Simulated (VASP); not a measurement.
# KCl (Pm-3m) in VASP: settings compared, part 2 of 2

VASP 6.6.1.

**5. Single point, LDA**

This run uses another cell than the first one, of 29.43 Å³/atom, 1.040 times its volume.

INCAR reads:

```
SYSTEM = KCl
PREC = Accurate
ENCUT = 500
EDIFF = 1E-6
ISMEAR = -1
SIGMA = 0.05
LREAL = .False.
LASPH = .True.
NELM = 120
ALGO = Normal
ISIF = 2
LWAVE = .False.
LCHARG = .False.
GGA = CA
NBANDS = 15
GGA_COMPAT = .False.
```

KPOINTS reads:

```
regular mesh
0
Gamma
  7 7 7
  0 0 0
```

POSCAR reads:

```
KCl
1.0
    3.8897175305      0.0000000000      0.0000000000
    0.0000000000      3.8897175305      0.0000000000
    0.0000000000      0.0000000000      3.8897175305
K Cl
1 1
Direct
    0.0000000000      0.0000000000      0.0000000000
    0.5000000000      0.5000000000      0.5000000000
```

Launch:

```sh
$ cat potpaw_LDA.64/K_sv/POTCAR potpaw_LDA.64/Cl/POTCAR > POTCAR
$ mpirun -np 1 vasp_std > vasp.out
```

It took 5.6 s on 1 thread of Intel Xeon 6975P-C (Granite Rapids), shared host; peak memory 0.14 GiB.

Results (log left out):

| Property | Result |
| --- | --- |
| Free energy | -7.2087 eV |
| Pressure | -3.5 GPa |
| Band gap on the k mesh | 4.24 eV, indirect (least direct gap 4.42 eV) |

Levels at points of the mesh, in eV from the valence-band top:
| k point | band 6 | band 7 | band 8 | band 9 | band 10 | band 11 |
| --- | --- | --- | --- | --- | --- | --- |
| (0.00, 0.00, 0.00) | -0.18 | -0.18 | -0.18 | 4.24 | 6.29 | 6.29 |

**6. Single point, LDA**

This run uses another cell than the first one, of 29.99 Å³/atom, 1.060 times its volume.

INCAR reads:

```
ALGO = Normal
EDIFF = 1E-6
ENCUT = 500
GGA = CA
GGA_COMPAT = False
ISIF = 2
ISMEAR = -1
LASPH = True
LCHARG = False
LREAL = False
LWAVE = False
NBANDS = 15
NELM = 120
PREC = Accurate
SIGMA = 0.05
```

KPOINTS reads:

```
k-points
0
Gamma
  7 7 7
```

POSCAR reads:

```
KCl
1.0
    3.9144934694      0.0000000000      0.0000000000
    0.0000000000      3.9144934694      0.0000000000
    0.0000000000      0.0000000000      3.9144934694
K Cl
1 1
Direct
    0.0000000000      0.0000000000      0.0000000000
    0.5000000000      0.5000000000      0.5000000000
```

Potentials or basis: VASP PAW LDA potentials, release 64 (K_sv, Cl).

Launch:

```sh
$ cat potpaw_LDA.64/K_sv/POTCAR potpaw_LDA.64/Cl/POTCAR > POTCAR
$ mpirun -np 1 vasp_std > vasp.out
```

OUTCAR:

```text
EDIFF = 1E-6
   ENCUT = 500
   GGA = CA
   ISIF = 2
   ISMEAR = -1
   LASPH = True
   LREAL = False
   NELM = 120
   PREC = Accurate

 ion  position               nearest neighbor table
   1  0.000  0.000  0.000-
   2  0.500  0.500  0.500-

  LATTYP: Found a simple cubic cell.
 ALAT       =     3.9144934694

  Lattice vectors:

 A1 = (   3.9144934694,   0.0000000000,   0.0000000000)
[... 536 lines left out ...]
     14       8.0743      0.00000
     15      10.6421      0.00000

------------------------ aborting loop because EDIFF is reached ----------------------------------------

  FORCE on cell =-STRESS in cart. coord.  units (eV):
  Direction    XX          YY          ZZ          XY          YZ          ZX
  --------------------------------------------------------------------------------------
  -------------------------------------------------------------------------------------
  Total       -1.3867066     -1.3867066     -1.3867066      0.0000000      0.0000000      0.0000000
  in kB      -37.0397828    -37.0397828    -37.0397828      0.0000000      0.0000000      0.0000000
  external PRESSURE =     -37.0397828 kB  Pullay stress =       0.0000000 kB

 VOLUME and BASIS-vectors are now :
 -----------------------------------------------------------------------------
  energy-cutoff  :      500.00
  volume of cell :       59.98
      direct lattice vectors                 reciprocal lattice vectors
     3.914493469  0.000000000  0.000000000     0.255460894  0.000000000  0.000000000
     0.000000000  3.914493469  0.000000000     0.000000000  0.255460894  0.000000000
     0.000000000  0.000000000  3.914493469     0.000000000  0.000000000  0.255460894

 POSITION                                       TOTAL-FORCE (eV/Angst)
 -----------------------------------------------------------------------------------
      0.00000      0.00000      0.00000         0.000000      0.000000      0.000000
      1.95725      1.95725      1.95725         0.000000      0.000000      0.000000
 -----------------------------------------------------------------------------------
    total drift:                                0.000000      0.000000     -0.000000

  FREE ENERGIE OF THE ION-ELECTRON SYSTEM (eV)
  ---------------------------------------------------
  free  energy   TOTEN  =        -7.1834945480 eV

  energy  without entropy=       -7.1834945480  energy(sigma->0) =       -7.18349455
```

OSZICAR:

```text
N       E                     dE             d eps       ncg     rms          rms(c)
DAV:   1     0.100211779352E+03    0.10021E+03   -0.69264E+03   600   0.931E+02
DAV:   2    -0.151482874682E+01   -0.10173E+03   -0.93760E+02   761   0.250E+02
DAV:   3    -0.730977064532E+01   -0.57949E+01   -0.57625E+01   846   0.504E+01
DAV:   4    -0.750737399868E+01   -0.19760E+00   -0.19757E+00   872   0.899E+00
DAV:   5    -0.751021154646E+01   -0.28375E-02   -0.28375E-02   875   0.999E-01    0.278E+00
DAV:   6    -0.723166874287E+01    0.27854E+00   -0.28615E-01   754   0.315E+00    0.229E+00
DAV:   7    -0.718975693306E+01    0.41912E-01   -0.57118E-02   817   0.165E+00    0.139E+00
DAV:   8    -0.718359275381E+01    0.61642E-02   -0.16623E-02   840   0.907E-01    0.250E-01
DAV:   9    -0.718343687800E+01    0.15588E-03   -0.10858E-03   758   0.204E-01    0.107E-01
DAV:  10    -0.718350113974E+01   -0.64262E-04   -0.16216E-04   806   0.105E-01    0.391E-02
DAV:  11    -0.718349398404E+01    0.71557E-05   -0.22446E-05   775   0.330E-02    0.110E-02
DAV:  12    -0.718349454796E+01   -0.56392E-06   -0.19049E-06   714   0.114E-02
   1 F= -.71834945E+01 E0= -.71834945E+01  d E =-.741610E-11
```

stdout:

```text
POSCAR found type information on POSCAR K Cl
 POSCAR found :  2 types and       2 ions
 scaLAPACK will be used
 LDA part: xc-table for (Slater(with rela. corr.)+CA(PZ))
 , standard interpolation
 POSCAR, INCAR and KPOINTS ok, starting setup
 FFT: planning ... GRIDC
 FFT: planning ... GRID_SOFT
 FFT: planning ... GRID
 WAVECAR not read
 entering main loop
```

It took 7.7 s on 1 thread of Intel Xeon 6975P-C (Granite Rapids), shared host; peak memory 0.14 GiB.

What came out:

| Quantity | Value |
| --- | --- |
| Free energy | -7.1835 eV |
| Pressure | -3.7 GPa |
| Band gap on the k mesh | 4.17 eV, indirect (least direct gap 4.35 eV) |

Levels at points of the mesh, in eV from the valence-band top:
```
           k point  band 4  band 5  band 6  band 7  band 8  band 9  band 10  band 11  band 12  band 13
(0.00, 0.00, 0.00)  -11.39  -11.39   -0.18   -0.18   -0.18    4.17     6.31     6.31    10.34    10.34
```

**7. Summary**

```tsv
level	potentials or basis	cell	k mesh	smearing	gap on the mesh (eV)	pressure (GPa)
PBEsol	VASP PAW PBE potentials, release 64 (K_sv, Cl)	a = 3.839 Å, 2 atoms	4 × 4 × 4	gaussian 0.01 eV	4.62	-1.4
PBEsol	VASP PAW PBE potentials, release 64 (K_sv, Cl)	a = 3.839 Å, 2 atoms	6 × 6 × 6	fermi-dirac 0.02 eV	4.62	-1.4
LDA	VASP PAW LDA potentials, release 64 (K_sv, Cl)	a = 3.813 Å, 2 atoms	7 × 7 × 7	fermi-dirac 0.05 eV	4.47	-2.9
LDA	VASP PAW LDA potentials, release 64 (K_sv, Cl)	a = 3.890 Å, 2 atoms	7 × 7 × 7	fermi-dirac 0.05 eV	4.24	-3.5
LDA	VASP PAW LDA potentials, release 64 (K_sv, Cl)	a = 3.914 Å, 2 atoms	7 × 7 × 7	fermi-dirac 0.05 eV	4.17	-3.7
```

Alike in all rows: task single point; no spin polarisation; cutoff (eV) 500.

Caveats: the PAW data sets were made with another functional, which shifts forces and pressure a little (some runs).

Total energies depend on the potentials used, so only differences within one code and one set of settings carry meaning.
